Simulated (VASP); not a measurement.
# MnO (I4mm) in VASP: single point with PBEsol

Aim: the single point of MnO with PBEsol.

Everything below comes from runs of VASP 6.6.1. Logs are shortened: lines on timing, memory, paths and dates and some standing lists are left out, and cuts for length are marked.

### Step 1. The cell of the first run

Symmetry: I4mm, No. 107, tetragonal system. Conventional cell: a = 3.142 Å, b = 3.142 Å, c = 4.444 Å, α = 90.00°, β = 90.00°, γ = 90.00°. Mn (site symmetry 4mm) has 5 O at 1.92 to 2.24 Å within 2.5 Å. Within 2.5 Å of O (site symmetry 4mm) lie 5 Mn at 1.92 to 2.24 Å.

### Step 2. Single point, PBEsol, collinear spin, ferromagnetic start (atom 2 (O) moved by (-0.300, +0.000) A along y and z)

The input, INCAR:

```
SYSTEM = MnO
ALGO = Normal
EDIFF = 1E-6
ENCUT = 520
GGA = PS
ISIF = 2
ISMEAR = 0
ISPIN = 2
LASPH = .TRUE.
LCHARG = .FALSE.
LMAXMIX = 4
LORBIT = 11
LREAL = .FALSE.
LWAVE = .FALSE.
MAGMOM = 4.41 0.25
NBANDS = 20
NELM = 150
PREC = Accurate
SIGMA = 0.15
```

The input, KPOINTS:

```
k-points
0
G
  18 18 18
  0 0 0
```

The input, POSCAR:

```
MnO
1.0
    0.0000000000      2.2220000000      2.2220000000
    2.2220000000      0.0000000000      2.2220000000
    2.2220000000      2.2220000000      0.0000000000
Mn O
1 1
Direct
    0.0000000000      0.0000000000      0.0000000000
    0.4324932493      0.5675067507      0.4324932493
```

Potentials or basis: VASP PAW PBE potentials, release 64 (Mn_pv, O).

Started as:

```sh
$ cat potpaw_PBE.64/Mn_pv/POTCAR potpaw_PBE.64/O/POTCAR > POTCAR
$ mpirun -np 1 vasp_std > vasp.out
```

OUTCAR:

```text
SYSTEM = MnO
   EDIFF = 1E-6
   ENCUT = 520
   GGA = PS
   ISIF = 2
   ISMEAR = 0
   ISPIN = 2
   LASPH = .TRUE.
   LORBIT = 11
   LREAL = .FALSE.
   NELM = 150
   PREC = Accurate

 ion  position               nearest neighbor table
   1  0.000  0.000  0.000-   2 1.92   2 2.24   2 2.24   2 2.24   2 2.24   2 2.52
   2  0.432  0.568  0.432-   1 1.92   1 2.24   1 2.24   1 2.24   1 2.24   1 2.52

  LATTYP: Found a face centered cubic cell.
 ALAT       =     4.4440000000

  Lattice vectors:

 A1 = (   0.0000000000,   2.2220000000,   2.2220000000)
 A2 = (   2.2220000000,   0.0000000000,   2.2220000000)
 A3 = (   2.2220000000,   2.2220000000,   0.0000000000)

Analysis of symmetry for initial positions (statically):
=====================================================================
 Subroutine PRICEL returns:
 Original cell was already a primitive cell.

 Routine SETGRP: Setting up the symmetry group for a
 face centered cubic supercell.

 Subroutine GETGRP returns: Found  8 space group operations
 (whereof  8 operations were pure point group operations)
 out of a pool of 48 trial point group operations.

The static configuration has the point symmetry C_4v.

Analysis of symmetry for dynamics (positions and initial velocities):
=====================================================================
 Subroutine PRICEL returns:
 Original cell was already a primitive cell.

 Routine SETGRP: Setting up the symmetry group for a
 face centered cubic supercell.

 Subroutine GETGRP returns: Found  8 space group operations
 (whereof  8 operations were pure point group operations)
 out of a pool of 48 trial point group operations.

The dynamic configuration has the point symmetry C_4v.

Analysis of structural, dynamic, and magnetic symmetry:
=====================================================================
 Subroutine PRICEL returns:
 Original cell was already a primitive cell.

 Routine SETGRP: Setting up the symmetry group for a
 face centered cubic supercell.

 Subroutine GETGRP returns: Found  8 space group operations
 (whereof  8 operations were pure point group operations)
 out of a pool of 48 trial point group operations.

The overall configuration has the point symmetry C_4v.

 Subroutine INISYM returns: Found  8 space group operations
 (whereof  8 operations are pure point group operations),
 and found     1 'primitive' translations

----------------------------------------------------------------------------------------

                                     Primitive cell

  volume of cell :      21.9413

  direct lattice vectors                    reciprocal lattice vectors
     0.000000000  2.222000000  2.222000000    -0.225022502  0.225022502  0.225022502
     2.222000000  0.000000000  2.222000000     0.225022502 -0.225022502  0.225022502
     2.222000000  2.222000000  0.000000000     0.225022502  0.225022502 -0.225022502

  length of vectors
     3.142382536  3.142382536  3.142382536     0.389750407  0.389750407  0.389750407

  position of ions in fractional coordinates (direct lattice)
     0.000000000  0.000000000  0.000000000
     0.432493249  0.567506751  0.432493249

  ion indices of the primitive-cell ions
   primitive index   ion index
                 1           1
                 2           2

----------------------------------------------------------------------------------------

 KPOINTS: k-points

Automatic generation of k-mesh.
 Grid dimensions read from file:
 generate k-points for:   18   18   18

 Generating k-lattice:

  Cartesian coordinates                     Fractional coordinates (reciprocal lattice)
    -0.012501250  0.012501250  0.012501250     0.055555556  0.000000000  0.000000000
     0.012501250 -0.012501250  0.012501250     0.000000000  0.055555556  0.000000000
     0.012501250  0.012501250 -0.012501250     0.000000000  0.000000000  0.055555556

  Length of vectors
     0.021652800  0.021652800  0.021652800

  Shift w.r.t. Gamma in fractional coordinates (k-lattice)
     0.000000000  0.000000000  0.000000000

 Subroutine IBZKPT returns following result:
 ===========================================

 Found    480 irreducible k-points:

 Following reciprocal coordinates:
            Coordinates               Weight
  0.000000  0.000000  0.000000      1.000000
  0.055556  0.000000  0.000000      8.000000
  0.111111  0.000000  0.000000      8.000000
  0.166667  0.000000  0.000000      8.000000
  0.222222  0.000000  0.000000      8.000000
  0.277778  0.000000  0.000000      8.000000
[... 16 lines left out ...]
  0.388889  0.055556  0.000000     16.000000
  0.055556  0.000000  0.388889      8.000000
 [... further k-points ...]
   k-points           NKPTS =    480   k-points in BZ     NKDIM =    480   number of bands    NBANDS=     20
   number of dos      NEDOS =    301   number of ions     NIONS =      2
   total plane-waves  NPLWV =  13824
   dimension x,y,z NGX =    24 NGY =   24 NGZ =   24
   dimension x,y,z NGXF=    48 NGYF=   48 NGZF=   48
   ions per type =               1   1
   NGX,Y,Z   is equivalent  to a cutoff of  12.70, 12.70, 12.70 a.u.
   NGXF,Y,Z  is equivalent  to a cutoff of  25.39, 25.39, 25.39 a.u.
 SYSTEM =  MnO
   PREC   = accura    normal or accurate (medium, high low for compatibility)
   ISTART =      0    job   : 0-new  1-cont  2-samecut
   ICHARG =      2    charge: 1-file 2-atom 10-const
   ISPIN  =      2    spin polarized calculation?
   LNONCOLLINEAR =      F non collinear calculations
   LSORBIT =      F    spin-orbit coupling
   LASPH  =      T    aspherical Exc in radial PAW
   ENCUT  =  520.0 eV  38.22 Ry    6.18 a.u.   5.84  5.84  5.84*2*pi/ulx,y,z
   NELM   =    150;   NELMIN=  2; NELMDL= -5     # of ELM steps
   EDIFF  = 0.1E-05   stopping-criterion for ELM
   LREAL  =      F    real-space projection
   EDIFFG = 0.1E-04   stopping-criterion for IOM
   NSW    =      0    number of steps for IOM
   IBRION =     -1    ionic relax: 0-MD 1-quasi-New 2-CG
   NFREE  =      0    steps in history (QN), initial steepest desc. (CG)
   ISIF   =      2    stress and relaxation
   ISYM   =      2    0-nonsym 1-usesym 2-fastsym
   POTIM  = 0.5000    time-step for ionic-motion
   TEBEG  =    0.0;   TEEND  =   0.0 temperature during run
   PSTRESS=    0.0 pullay stress
   NELECT =      19.0000    total number of electrons
   NUPDOWN=      -1.0000    fix difference up-down
   EMIN   =  10.00;   EMAX   =-10.00  energy-range for DOS
   EFERMI =   0.00;   METHOD = LEGACY
   ISMEAR =     0;   SIGMA  =   0.15  broadening in eV -4-tet -1-fermi 0-gaus
   EFERMI_NEDOS =   21; number of points for ismear=-14 and -15
   IALGO  =     38    algorithm
   IMIX   =      4    mixing-type and parameters
     AMIX     =   0.40;   BMIX     =  1.00
     AMIX_MAG =   1.60;   BMIX_MAG =  1.00
  volume/ion in A,a.u.               =      10.97        74.03
  Fermi-wavevector in a.u.,A,eV,Ry     =   1.560410  2.948747 33.128533  2.434878
  Thomas-Fermi vector in A             =   2.663626
   LORBIT       =     11    0 simple, 1 ext, 2 COOP (PROOUT), +10 PAW based schemes
   GGA     = PS    functional components
   LHFCALC =     F    Hartree Fock is set to
   AEXX    =    0.0000 exact exchange contribution
   IVDW    =     0    specifies the selected vdW correction
   LEPSILON=     F    determine dielectric tensor
   LRPA    =     F    only Hartree local field effects (RPA)
 spin polarized calculation
 Gauss-broadening in eV      SIGMA  =   0.15
  energy-cutoff  :      520.00
  volume of cell :       21.94
 maximum number of plane-waves:       609
   NGX = 11   NGY = 11   NGZ = 11

 number of electron      18.9999993 magnetization       4.8607243

 Free energy of the ion-electron system (eV)
  ---------------------------------------------------
  ext. energy  EPLUGINS =         0.00000000
  ---------------------------------------------------
  free energy    TOTEN  =       -17.02877306 eV

  energy without entropy =      -17.01722412  energy(sigma->0) =      -17.02299859

 E-fermi :   7.4353     XC(G=0): -12.0703

 val. band max:        7.4330585765   @ k =  -0.2778   0.2778   0.0000
 cond. band min:       7.4357824072   @ k =   0.3889   0.0000   0.0000
 fundamental gap:      0.0027238306
 Fermi energy:         7.4352642173

 spin component 1

 k-point     1 :       0.0000    0.0000    0.0000
  band No.  band energies     occupation
      1     -42.7724      1.00000
      2     -42.7444      1.00000
      3     -42.7444      1.00000
      4     -12.9125      1.00000
      5       2.2940      1.00000
      6       2.7155      1.00000
[... 12 lines left out ...]
     19      27.1156      0.00000
     20      27.5197      0.00000

 k-point     2 :       0.0556    0.0000    0.0000
  band No.  band energies     occupation
      1     -42.7733      1.00000
      2     -42.7457      1.00000
      3     -42.7446      1.00000
      4     -12.8857      1.00000
      5       2.1234      1.00000
      6       2.6633      1.00000
[... 12 lines left out ...]
     19      26.8038      0.00000
     20      27.7208      0.00000

 k-point     3 :       0.1111    0.0000    0.0000
  band No.  band energies     occupation
      1     -42.7762      1.00000
      2     -42.7494      1.00000
      3     -42.7454      1.00000
      4     -12.8086      1.00000
      5       1.7335      1.00000
      6       2.5135      1.00000
[... 12 lines left out ...]
     19      26.3506      0.00000
     20      28.3204      0.00000

 k-point     4 :       0.1667    0.0000    0.0000
  band No.  band energies     occupation
      1     -42.7817      1.00000
      2     -42.7540      1.00000
      3     -42.7466      1.00000
      4     -12.6882      1.00000
      5       1.2365      1.00000
      6       2.2930      1.00000
[... 429 lines left out ...]
 k-point    23 :       0.3889    0.0556    0.0000
  band No.  band energies     occupation
      1     -42.8140      1.00000
      2     -42.7671      1.00000
      3     -42.7526      1.00000
      4     -12.1002      1.00000
      5      -0.5262      1.00000
      6       1.3859      1.00000
[... 12 lines left out ...]
     19      28.2401      0.00000
     20      30.7752      0.00000

 k-point    24 :       0.0556    0.0000    0.3889
  band No.  band energies     occupation
      1     -42.8162      1.00000
      2     -42.7647      1.00000
      3     -42.7531      1.00000
      4     -12.0980      1.00000
      5      -0.5258      1.00000
      6       1.3528      1.00000
[... 12 lines left out ...]
     19      28.6060      0.00000
     20      30.8657      0.00000

 [... further k-points ...]

 spin component 2

 k-point     1 :       0.0000    0.0000    0.0000
  band No.  band energies     occupation
      1     -38.1658      1.00000
      2     -38.1133      1.00000
      3     -38.1133      1.00000
      4     -12.3742      1.00000
      5       3.3894      1.00000
      6       3.7649      1.00000
[... 12 lines left out ...]
     19      29.3696      0.00000
     20      29.8625      0.00000

 k-point     2 :       0.0556    0.0000    0.0000
  band No.  band energies     occupation
      1     -38.1670      1.00000
      2     -38.1150      1.00000
      3     -38.1136      1.00000
      4     -12.3482      1.00000
      5       3.2442      1.00000
      6       3.7125      1.00000
[... 12 lines left out ...]
     19      28.9186      0.00000
     20      29.8256      0.00000

 k-point     3 :       0.1111    0.0000    0.0000
  band No.  band energies     occupation
      1     -38.1706      1.00000
      2     -38.1198      1.00000
      3     -38.1145      1.00000
      4     -12.2734      1.00000
      5       2.8527      1.00000
      6       3.5794      1.00000
[... 12 lines left out ...]
     19      28.2827      0.00000
     20      30.3026      0.00000

 k-point     4 :       0.1667    0.0000    0.0000
  band No.  band energies     occupation
      1     -38.1769      1.00000
      2     -38.1262      1.00000
      3     -38.1160      1.00000
      4     -12.1569      1.00000
      5       2.3217      1.00000
      6       3.3943      1.00000
[... 429 lines left out ...]
 k-point    23 :       0.3889    0.0556    0.0000
  band No.  band energies     occupation
      1     -38.2138      1.00000
      2     -38.1467      1.00000
      3     -38.1232      1.00000
      4     -11.5910      1.00000
      5       0.4793      1.00000
      6       2.6640      1.00000
[... 12 lines left out ...]
     19      29.6097      0.00000
     20      31.9250      0.00000

 k-point    24 :       0.0556    0.0000    0.3889
  band No.  band energies     occupation
      1     -38.2174      1.00000
      2     -38.1429      1.00000
      3     -38.1239      1.00000
      4     -11.5889      1.00000
      5       0.4815      1.00000
      6       2.6130      1.00000
[... 12 lines left out ...]
     19      30.1443      0.00000
     20      31.9892      0.00000

 [... further k-points ...]

------------------------ aborting loop because EDIFF is reached ----------------------------------------

  FORCE on cell =-STRESS in cart. coord.  units (eV):
  Direction    XX          YY          ZZ          XY          YZ          ZX
  --------------------------------------------------------------------------------------
  -------------------------------------------------------------------------------------
  Total       -0.4601370      1.9937139     -0.4601370      0.0000000      0.0000000      0.0000000
  in kB      -33.5997163    145.5831987    -33.5997163      0.0000000      0.0000000      0.0000000
  external PRESSURE =      26.1279221 kB  Pullay stress =       0.0000000 kB

 VOLUME and BASIS-vectors are now :
 -----------------------------------------------------------------------------
  energy-cutoff  :      520.00
  volume of cell :       21.94
      direct lattice vectors                 reciprocal lattice vectors
     0.000000000  2.222000000  2.222000000    -0.225022502  0.225022502  0.225022502
     2.222000000  0.000000000  2.222000000     0.225022502 -0.225022502  0.225022502
     2.222000000  2.222000000  0.000000000     0.225022502  0.225022502 -0.225022502

 POSITION                                       TOTAL-FORCE (eV/Angst)
 -----------------------------------------------------------------------------------
      0.00000      0.00000      0.00000         0.000000     -1.544421      0.000000
      2.22200      1.92200      2.22200         0.000000      1.544421      0.000000
 -----------------------------------------------------------------------------------
    total drift:                               -0.000001     -0.000298     -0.000001

  FREE ENERGIE OF THE ION-ELECTRON SYSTEM (eV)
  ---------------------------------------------------
  free  energy   TOTEN  =       -17.0287730601 eV

  energy  without entropy=      -17.0172241212  energy(sigma->0) =      -17.02299859

 total charge

# of ion       s       p       d       tot
------------------------------------------
    1        0.224   6.207   4.993  11.424
    2        1.558   3.417   0.000   4.975
--------------------------------------------------
tot          1.782   9.624   4.993  16.399

 magnetization (x)

# of ion       s       p       d       tot
------------------------------------------
    1        0.035   0.038   4.273   4.346
    2        0.030   0.197   0.000   0.227
--------------------------------------------------
tot          0.066   0.235   4.273   4.573
```

It took 4.8 min on 1 thread of Intel Xeon Platinum 8259CL at 2.50GHz (Skylake/Cascade Lake), shared host; peak memory 0.4 GiB.

What came out:

| Item | Value |
| --- | --- |
| Free energy | -17.0288 eV |
| Pressure | 2.6 GPa |
| Largest force | 1.544 eV/Å |
| Net moment | 4.86 μB per cell |
| Site moments | Mn +4.35; O +0.23 μB |
| Valence electrons inside the program's atomic spheres | Mn 11.42; O 4.97 |

Forces on the atoms (eV/Å):
```
Mn   0.000 -1.544  0.000
O    0.000  1.544  0.000
```

Levels at points of the mesh, in eV from the Fermi level:
Spin up:
```
           k point  band 10  band 11  band 12  band 13  band 14  band 15
(0.00, 0.00, 0.00)    -2.24    -2.24    -1.27    -0.67    13.45    15.75
(0.50, 0.00, 0.00)    -1.86    -0.02    -0.01     3.74     7.30    11.83
(0.50, 0.50, 0.00)    -2.01    -1.94    -1.70     4.65     7.68     9.52
(0.50, 0.00, 0.50)    -2.05    -2.05    -2.05     4.32     8.60    10.23
```
Spin down:
| k point | band 4 | band 5 | band 6 | band 7 | band 8 | band 9 | band 10 | band 11 |
| --- | --- | --- | --- | --- | --- | --- | --- | --- |
| (0.00, 0.00, 0.00) | -19.81 | -4.05 | -3.67 | -3.67 | 0.66 | 0.75 | 1.20 | 1.20 |
| (0.50, 0.00, 0.00) | -18.87 | -7.41 | -4.92 | -4.80 | 1.78 | 1.91 | 2.02 | 3.09 |
| (0.50, 0.50, 0.00) | -18.87 | -6.45 | -4.81 | -4.61 | -0.13 | 2.08 | 2.27 | 2.39 |
| (0.50, 0.00, 0.50) | -18.89 | -6.39 | -4.34 | -4.34 | -0.87 | 1.85 | 2.03 | 2.39 |

Caveat: the cell differs from its parent crystal (atom 2 (O) moved by (-0.300, +0.000) A along y and z); the PAW data sets were made with another functional, which shifts forces and pressure a little; a cell with one magnetic atom can't hold antiferromagnetic order, which such compounds often take; semilocal functionals often make such compounds metallic where correlation or magnetic order opens a gap, which also shifts bond lengths.
